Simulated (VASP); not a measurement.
# ZnSe (rocksalt type) (Fm-3m) in VASP: notebook

Runs on ZnSe (rocksalt type). Level: PBE. Tasks: electric field gradients.

Program: VASP 6.6.1. These are calculated values, not measurements. Logs are shortened: lines on timing, memory, paths and dates and some standing lists are left out, and cuts for length are marked.

### 1 The cell of the first run

It takes space group Fm-3m (No. 225, cubic). Conventional cell: a = 5.259 Å, b = 5.259 Å, c = 5.259 Å, α = 90.00°, β = 90.00°, γ = 90.00°. Within 3.5 Å of Zn (site symmetry m-3m) lie 6 Se at 2.63 Å. Within 3.5 Å of Se (site symmetry m-3m) lie 6 Zn at 2.63 Å.

### 2 Electric field gradients, PBE (volume scaled by 0.9405)

The input, INCAR:

```
SYSTEM = ZnSe
PREC = Accurate
ENCUT = 520
EDIFF = 1E-8
ISMEAR = -1
SIGMA = 0.08
LREAL = .FALSE.
LASPH = .TRUE.
NELM = 60
ALGO = Normal
ISIF = 2
LWAVE = .FALSE.
LCHARG = .FALSE.
GGA = PE
LEFG = .TRUE.
NBANDS = 16
```

The input, KPOINTS:

```
regular mesh
0
G
  13 13 13
  0 0 0
```

The input, POSCAR:

```
ZnSe
1.0
    0.0000000000      2.6293003445      2.6293003445
    2.6293003445      0.0000000000      2.6293003445
    2.6293003445      2.6293003445      0.0000000000
Zn Se
1 1
Direct
    0.0000000000      0.0000000000      0.0000000000
    0.5000000000      0.5000000000      0.5000000000
```

Potentials or basis: VASP PAW PBE potentials, release 64 (Zn, Se).

The run is started by

```bash
$ cat potpaw_PBE.64/Zn/POTCAR potpaw_PBE.64/Se/POTCAR > POTCAR
$ mpirun -np 1 vasp_std > vasp.out
```

OUTCAR:

```text
SYSTEM = ZnSe
   PREC = Accurate
   ENCUT = 520
   EDIFF = 1E-8
   ISMEAR = -1
   LREAL = .FALSE.
   LASPH = .TRUE.
   NELM = 60
   ISIF = 2
   GGA = PE

 ion  position               nearest neighbor table
   1  0.000  0.000  0.000-   2 2.63   2 2.63   2 2.63   2 2.63   2 2.63   2 2.63
   2  0.500  0.500  0.500-   1 2.63   1 2.63   1 2.63   1 2.63   1 2.63   1 2.63

  LATTYP: Found a face centered cubic cell.
 ALAT       =     5.2586006890

  Lattice vectors:

 A1 = (   0.0000000000,   2.6293003445,   2.6293003445)
 A2 = (   2.6293003445,   0.0000000000,   2.6293003445)
 A3 = (   2.6293003445,   2.6293003445,   0.0000000000)

Analysis of symmetry for initial positions (statically):
=====================================================================
 Subroutine PRICEL returns:
 Original cell was already a primitive cell.

 Routine SETGRP: Setting up the symmetry group for a
 face centered cubic supercell.

 Subroutine GETGRP returns: Found 48 space group operations
 (whereof 48 operations were pure point group operations)
 out of a pool of 48 trial point group operations.

The static configuration has the point symmetry O_h .

Analysis of symmetry for dynamics (positions and initial velocities):
=====================================================================
 Subroutine PRICEL returns:
 Original cell was already a primitive cell.

 Routine SETGRP: Setting up the symmetry group for a
 face centered cubic supercell.

 Subroutine GETGRP returns: Found 48 space group operations
 (whereof 48 operations were pure point group operations)
 out of a pool of 48 trial point group operations.

The dynamic configuration has the point symmetry O_h .

 Subroutine INISYM returns: Found 48 space group operations
 (whereof 48 operations are pure point group operations),
 and found     1 'primitive' translations

----------------------------------------------------------------------------------------

                                     Primitive cell

  volume of cell :      36.3539

  direct lattice vectors                    reciprocal lattice vectors
     0.000000000  2.629300344  2.629300344    -0.190164658  0.190164658  0.190164658
     2.629300344  0.000000000  2.629300344     0.190164658 -0.190164658  0.190164658
     2.629300344  2.629300344  0.000000000     0.190164658  0.190164658 -0.190164658

  length of vectors
     3.718392207  3.718392207  3.718392207     0.329374849  0.329374849  0.329374849

  position of ions in fractional coordinates (direct lattice)
     0.000000000  0.000000000  0.000000000
     0.500000000  0.500000000  0.500000000

  ion indices of the primitive-cell ions
   primitive index   ion index
                 1           1
                 2           2

----------------------------------------------------------------------------------------

 KPOINTS: regular mesh

Automatic generation of k-mesh.
 Grid dimensions read from file:
 generate k-points for:   13   13   13

 Generating k-lattice:

  Cartesian coordinates                     Fractional coordinates (reciprocal lattice)
    -0.014628051  0.014628051  0.014628051     0.076923077  0.000000000  0.000000000
     0.014628051 -0.014628051  0.014628051     0.000000000  0.076923077  0.000000000
     0.014628051  0.014628051 -0.014628051     0.000000000  0.000000000  0.076923077

  Length of vectors
     0.025336527  0.025336527  0.025336527

  Shift w.r.t. Gamma in fractional coordinates (k-lattice)
     0.000000000  0.000000000  0.000000000

 Subroutine IBZKPT returns following result:
 ===========================================

 Found     84 irreducible k-points:

 Following reciprocal coordinates:
            Coordinates               Weight
  0.000000  0.000000  0.000000      1.000000
  0.076923  0.000000  0.000000      8.000000
  0.153846  0.000000  0.000000      8.000000
  0.230769  0.000000  0.000000      8.000000
  0.307692  0.000000  0.000000      8.000000
  0.384615  0.000000  0.000000      8.000000
[... 16 lines left out ...]
  0.384615  0.153846  0.000000     24.000000
  0.461538  0.153846  0.000000     24.000000
 [... further k-points ...]
   k-points           NKPTS =     84   k-points in BZ     NKDIM =     84   number of bands    NBANDS=     16
   number of dos      NEDOS =    301   number of ions     NIONS =      2
   total plane-waves  NPLWV =  21952
   dimension x,y,z NGX =    28 NGY =   28 NGZ =   28
   dimension x,y,z NGXF=    56 NGYF=   56 NGZF=   56
   ions per type =               1   1
   NGX,Y,Z   is equivalent  to a cutoff of  12.52, 12.52, 12.52 a.u.
   NGXF,Y,Z  is equivalent  to a cutoff of  25.04, 25.04, 25.04 a.u.
 SYSTEM =  ZnSe
   PREC   = accura    normal or accurate (medium, high low for compatibility)
   ISTART =      0    job   : 0-new  1-cont  2-samecut
   ICHARG =      2    charge: 1-file 2-atom 10-const
   ISPIN  =      1    spin polarized calculation?
   LNONCOLLINEAR =      F non collinear calculations
   LSORBIT =      F    spin-orbit coupling
   LASPH  =      T    aspherical Exc in radial PAW
   ENCUT  =  520.0 eV  38.22 Ry    6.18 a.u.   6.91  6.91  6.91*2*pi/ulx,y,z
   NELM   =     60;   NELMIN=  2; NELMDL= -5     # of ELM steps
   EDIFF  = 0.1E-07   stopping-criterion for ELM
   LREAL  =      F    real-space projection
   EDIFFG = 0.1E-06   stopping-criterion for IOM
   NSW    =      0    number of steps for IOM
   IBRION =     -1    ionic relax: 0-MD 1-quasi-New 2-CG
   NFREE  =      0    steps in history (QN), initial steepest desc. (CG)
   ISIF   =      2    stress and relaxation
   ISYM   =      2    0-nonsym 1-usesym 2-fastsym
   POTIM  = 0.5000    time-step for ionic-motion
   TEBEG  =    0.0;   TEEND  =   0.0 temperature during run
   PSTRESS=    0.0 pullay stress
   NELECT =      18.0000    total number of electrons
   NUPDOWN=      -1.0000    fix difference up-down
   EMIN   =  10.00;   EMAX   =-10.00  energy-range for DOS
   EFERMI =   0.00;   METHOD = LEGACY
   ISMEAR =    -1;   SIGMA  =   0.08  broadening in eV -4-tet -1-fermi 0-gaus
   EFERMI_NEDOS =   21; number of points for ismear=-14 and -15
   IALGO  =     38    algorithm
   IMIX   =      4    mixing-type and parameters
     AMIX     =   0.40;   BMIX     =  1.00
     AMIX_MAG =   1.60;   BMIX_MAG =  1.00
  volume/ion in A,a.u.               =      18.18       122.66
  Fermi-wavevector in a.u.,A,eV,Ry     =   1.295136  2.447453 22.822113  1.677378
  Thomas-Fermi vector in A             =   2.426675
   LORBIT       =      0    0 simple, 1 ext, 2 COOP (PROOUT), +10 PAW based schemes
   GGA     = PE    functional components
   LHFCALC =     F    Hartree Fock is set to
   AEXX    =    0.0000 exact exchange contribution
   IVDW    =     0    specifies the selected vdW correction
   LEPSILON=     F    determine dielectric tensor
   LRPA    =     F    only Hartree local field effects (RPA)
 non-spin polarized calculation
  energy-cutoff  :      520.00
  volume of cell :       36.35
 maximum number of plane-waves:       992
   NGX = 13   NGY = 13   NGZ = 13

 number of electron      17.9999998 magnetization

 Free energy of the ion-electron system (eV)
  ---------------------------------------------------
  ext. energy  EPLUGINS =         0.00000000
  ---------------------------------------------------
  free energy    TOTEN  =        -5.38655220 eV

  energy without entropy =       -5.37514490  energy(sigma->0) =       -5.38084855

 E-fermi :   3.7011     XC(G=0): -10.7084

 val. band max:        3.6765527888   @ k =  -0.3077   0.0769   0.0000
 cond. band min:       3.7204521558   @ k =  -0.1538   0.1538   0.0000
 fundamental gap:      0.0438993669
 Fermi energy:         3.7011397020

 k-point     1 :       0.0000    0.0000    0.0000
  band No.  band energies     occupation
      1     -10.5470      2.00000
      2      -3.0122      2.00000
      3      -3.0122      2.00000
      4      -2.9926      2.00000
      5      -2.9926      2.00000
      6      -2.9926      2.00000
[... 8 lines left out ...]
     15      13.8267      0.00000
     16      13.8267      0.00000

 k-point     2 :       0.0769    0.0000    0.0000
  band No.  band energies     occupation
      1     -10.4815      2.00000
      2      -3.0275      2.00000
      3      -3.0275      2.00000
      4      -2.9996      2.00000
      5      -2.9867      2.00000
      6      -2.9867      2.00000
[... 8 lines left out ...]
     15      13.2285      0.00000
     16      13.7760      0.00000

 k-point     3 :       0.1538    0.0000    0.0000
  band No.  band energies     occupation
      1     -10.2902      2.00000
      2      -3.0729      2.00000
      3      -3.0729      2.00000
      4      -3.0244      2.00000
      5      -2.9667      2.00000
      6      -2.9667      2.00000
[... 8 lines left out ...]
     15      13.2880      0.00000
     16      13.5257      0.00000

 k-point     4 :       0.2308    0.0000    0.0000
  band No.  band energies     occupation
      1      -9.9918      2.00000
      2      -3.1367      2.00000
      3      -3.1367      2.00000
      4      -3.0828      2.00000
      5      -2.9376      2.00000
      6      -2.9376      2.00000
[... 8 lines left out ...]
     15      14.0273      0.00000
     16      14.0273      0.00000

 k-point     5 :       0.3077    0.0000    0.0000
  band No.  band energies     occupation
      1      -9.6253      2.00000
      2      -3.2132      2.00000
      3      -3.2033      2.00000
      4      -3.2033      2.00000
      5      -2.9062      2.00000
      6      -2.9062      2.00000
[... 8 lines left out ...]
     15      15.0885      0.00000
     16      15.0885      0.00000

 k-point     6 :       0.3846    0.0000    0.0000
  band No.  band energies     occupation
      1      -9.2640      2.00000
      2      -3.4566      2.00000
      3      -3.2575      2.00000
      4      -3.2575      2.00000
      5      -2.8800      2.00000
      6      -2.8800      2.00000
[... 8 lines left out ...]
     15      16.3892      0.00000
     16      16.3892      0.00000
[... 267 lines left out ...]
 k-point    21 :       0.2308    0.1538    0.0000
  band No.  band energies     occupation
      1      -9.9968      2.00000
      2      -3.2216      2.00000
      3      -3.0356      2.00000
      4      -3.0227      2.00000
      5      -2.9565      2.00000
      6      -2.9397      2.00000
[... 8 lines left out ...]
     15      15.6335      0.00000
     16      15.8514      0.00000

 k-point    22 :       0.3077    0.1538    0.0000
  band No.  band energies     occupation
      1      -9.6957      2.00000
      2      -3.2874      2.00000
      3      -3.0769      2.00000
      4      -3.0697      2.00000
      5      -2.9337      2.00000
      6      -2.9022      2.00000
[... 8 lines left out ...]
     15      16.1244      0.00000
     16      16.3152      0.00000

 k-point    23 :       0.3846    0.1538    0.0000
  band No.  band energies     occupation
      1      -9.3557      2.00000
      2      -3.3510      2.00000
      3      -3.1414      2.00000
      4      -3.1318      2.00000
      5      -2.9067      2.00000
      6      -2.8732      2.00000
[... 8 lines left out ...]
     15      16.9367      0.00000
     16      17.4353      0.00000

 k-point    24 :       0.4615    0.1538    0.0000
  band No.  band energies     occupation
      1      -9.0585      2.00000
      2      -3.4355      2.00000
      3      -3.2038      2.00000
      4      -3.2019      2.00000
      5      -2.8802      2.00000
      6      -2.8580      2.00000
[... 8 lines left out ...]
     15      18.0086      0.00000
     16      18.4602      0.00000

 [... further k-points ...]

------------------------ aborting loop because EDIFF is reached ----------------------------------------

  FORCE on cell =-STRESS in cart. coord.  units (eV):
  Direction    XX          YY          ZZ          XY          YZ          ZX
  --------------------------------------------------------------------------------------
  -------------------------------------------------------------------------------------
  Total        1.2017720      1.2017720      1.2017720     -0.0000000      0.0000000      0.0000000
  in kB       52.9641598     52.9641598     52.9641598     -0.0000000      0.0000000      0.0000000
  external PRESSURE =      52.9641598 kB  Pullay stress =       0.0000000 kB

 VOLUME and BASIS-vectors are now :
 -----------------------------------------------------------------------------
  energy-cutoff  :      520.00
  volume of cell :       36.35
      direct lattice vectors                 reciprocal lattice vectors
     0.000000000  2.629300344  2.629300344    -0.190164658  0.190164658  0.190164658
     2.629300344  0.000000000  2.629300344     0.190164658 -0.190164658  0.190164658
     2.629300344  2.629300344  0.000000000     0.190164658  0.190164658 -0.190164658

 POSITION                                       TOTAL-FORCE (eV/Angst)
 -----------------------------------------------------------------------------------
      0.00000      0.00000      0.00000         0.000000     -0.000000      0.000000
      2.62930      2.62930      2.62930        -0.000000      0.000000     -0.000000
 -----------------------------------------------------------------------------------
    total drift:                               -0.000000      0.000000      0.000000

  FREE ENERGIE OF THE ION-ELECTRON SYSTEM (eV)
  ---------------------------------------------------
  free  energy   TOTEN  =        -5.3865521984 eV

  energy  without entropy=       -5.3751449044  energy(sigma->0) =       -5.38084855

 Electric field gradients (V/A^2)
---------------------------------------------------------------------
 ion       V_xx      V_yy      V_zz      V_xy      V_xz      V_yz
---------------------------------------------------------------------
   1       0.000     0.000     0.000     0.003     0.003     0.003
   2       0.000     0.000    -0.000    -0.000    -0.000    -0.000
---------------------------------------------------------------------

 Electric field gradients after diagonalization (V/A^2)
 (convention: |V_zz| > |V_xx| > |V_yy|)
----------------------------------------------------------------------
 ion       V_xx      V_yy      V_zz     asymmetry (V_yy - V_xx)/ V_zz
----------------------------------------------------------------------
   1      -0.003    -0.003     0.005       0.000
   2       0.000     0.000    -0.000       0.000
----------------------------------------------------------------------

           NMR quadrupolar parameters

 Cq : quadrupolar parameter    Cq=e*Q*V_zz/h
 eta: asymmetry parameters     (V_yy - V_xx)/ V_zz
 Q  : nuclear electric quadrupole moment in mb (millibarn)
----------------------------------------------------------------------
 ion       Cq(MHz)       eta       Q (mb)
----------------------------------------------------------------------
   1       0.000       0.000       1.000
   2      -0.000       0.000       1.000
----------------------------------------------------------------------
```

Wall time 47 s (1 thread of Intel Xeon Platinum 8259CL at 2.50GHz (Skylake/Cascade Lake), shared host); peak memory 0.19 GiB.

Results:

```yaml
Free_energy: -5.3866 eV
Pressure: 5.3 GPa
Band_gap_on_the_k_mesh: zero (band 9 reaches 3.74 eV, above the bottom of band 10 at 2.75 eV)
```

Caveat: without QUAD_EFG the Cq values of the log hold for a quadrupole moment of 1 mb, not for the nuclei.

### 3 Electric field gradients, PBE (volume scaled by 0.97)

The input, INCAR:

```
ALGO = Normal
EDIFF = 1E-8
ENCUT = 520
GGA = PE
ISIF = 2
ISMEAR = -1
LASPH = T
LCHARG = F
LEFG = T
LREAL = F
LWAVE = F
NBANDS = 16
NELM = 80
PREC = Accurate
SIGMA = 0.08
```

The input, KPOINTS:

```
k-points
0
Gamma
  13 13 13
```

The input, POSCAR:

```
ZnSe
1.0
    0.0000000000      2.6565082956      2.6565082956
    2.6565082956      0.0000000000      2.6565082956
    2.6565082956      2.6565082956      0.0000000000
Zn Se
1 1
Direct
    0.0000000000      0.0000000000      0.0000000000
    0.5000000000      0.5000000000      0.5000000000
```

Potentials or basis: VASP PAW PBE potentials, release 64 (Zn, Se).

The run is started by

```bash
$ cat potpaw_PBE.64/Zn/POTCAR potpaw_PBE.64/Se/POTCAR > POTCAR
$ mpirun -np 1 vasp_std > vasp.out
```

OUTCAR:

```text
EDIFF = 1E-8
   ENCUT = 520
   GGA = PE
   ISIF = 2
   ISMEAR = -1
   LASPH = T
   LREAL = F
   NELM = 80
   PREC = Accurate

 ion  position               nearest neighbor table
   1  0.000  0.000  0.000-   2 2.66   2 2.66   2 2.66   2 2.66   2 2.66   2 2.66
   2  0.500  0.500  0.500-   1 2.66   1 2.66   1 2.66   1 2.66   1 2.66   1 2.66

  LATTYP: Found a face centered cubic cell.
 ALAT       =     5.3130165912

  Lattice vectors:

 A1 = (   0.0000000000,   2.6565082956,   2.6565082956)
 A2 = (   2.6565082956,   0.0000000000,   2.6565082956)
 A3 = (   2.6565082956,   2.6565082956,   0.0000000000)

Analysis of symmetry for initial positions (statically):
=====================================================================
 Subroutine PRICEL returns:
 Original cell was already a primitive cell.

 Routine SETGRP: Setting up the symmetry group for a
 face centered cubic supercell.

 Subroutine GETGRP returns: Found 48 space group operations
[... 642 lines left out ...]
  volume of cell :       37.49
      direct lattice vectors                 reciprocal lattice vectors
     0.000000000  2.656508296  2.656508296    -0.188216992  0.188216992  0.188216992
     2.656508296  0.000000000  2.656508296     0.188216992 -0.188216992  0.188216992
     2.656508296  2.656508296  0.000000000     0.188216992  0.188216992 -0.188216992

 POSITION                                       TOTAL-FORCE (eV/Angst)
 -----------------------------------------------------------------------------------
      0.00000      0.00000      0.00000        -0.000000      0.000000     -0.000000
      2.65651      2.65651      2.65651         0.000000     -0.000000      0.000000
 -----------------------------------------------------------------------------------
    total drift:                               -0.000000      0.000000      0.000000

  FREE ENERGIE OF THE ION-ELECTRON SYSTEM (eV)
  ---------------------------------------------------
  free  energy   TOTEN  =        -5.4143193324 eV

  energy  without entropy=       -5.4025749237  energy(sigma->0) =       -5.40844713

 Electric field gradients (V/A^2)
---------------------------------------------------------------------
 ion       V_xx      V_yy      V_zz      V_xy      V_xz      V_yz
---------------------------------------------------------------------
   1       0.000     0.000     0.000     0.000     0.000     0.000
   2       0.000    -0.000    -0.000     0.000     0.000     0.000
---------------------------------------------------------------------

 Electric field gradients after diagonalization (V/A^2)
 (convention: |V_zz| > |V_xx| > |V_yy|)
----------------------------------------------------------------------
 ion       V_xx      V_yy      V_zz     asymmetry (V_yy - V_xx)/ V_zz
----------------------------------------------------------------------
   1      -0.000    -0.000     0.001       0.000
   2      -0.000    -0.000     0.000       0.000
----------------------------------------------------------------------

           NMR quadrupolar parameters

 Cq : quadrupolar parameter    Cq=e*Q*V_zz/h
 eta: asymmetry parameters     (V_yy - V_xx)/ V_zz
 Q  : nuclear electric quadrupole moment in mb (millibarn)
----------------------------------------------------------------------
 ion       Cq(MHz)       eta       Q (mb)
----------------------------------------------------------------------
   1       0.000       0.000       1.000
   2       0.000       0.000       1.000
----------------------------------------------------------------------
```

stdout:

```text
POSCAR found type information on POSCAR ZnSe
 POSCAR found :  2 types and       2 ions
 scaLAPACK will be used
 LDA part: xc-table for (Slater+PW92), standard interpolation
 POSCAR, INCAR and KPOINTS ok, starting setup
 FFT: planning ... GRIDC
 FFT: planning ... GRID_SOFT
 FFT: planning ... GRID
 WAVECAR not read
 entering main loop
ion   1

ion   2
```

It took 50 s on 1 thread of Intel Xeon Platinum 8259CL at 2.50GHz (Skylake/Cascade Lake), shared host; peak memory 0.19 GiB.

What came out:

```yaml
Free_energy: -5.4143 eV
Pressure: 2.6 GPa
Band_gap_on_the_k_mesh: zero (band 9 reaches 3.42 eV, above the bottom of band 10 at 2.45 eV)
```

Caveat: without QUAD_EFG the Cq values of the log hold for a quadrupole moment of 1 mb, not for the nuclei.

(Continued in part 2 of 2.)
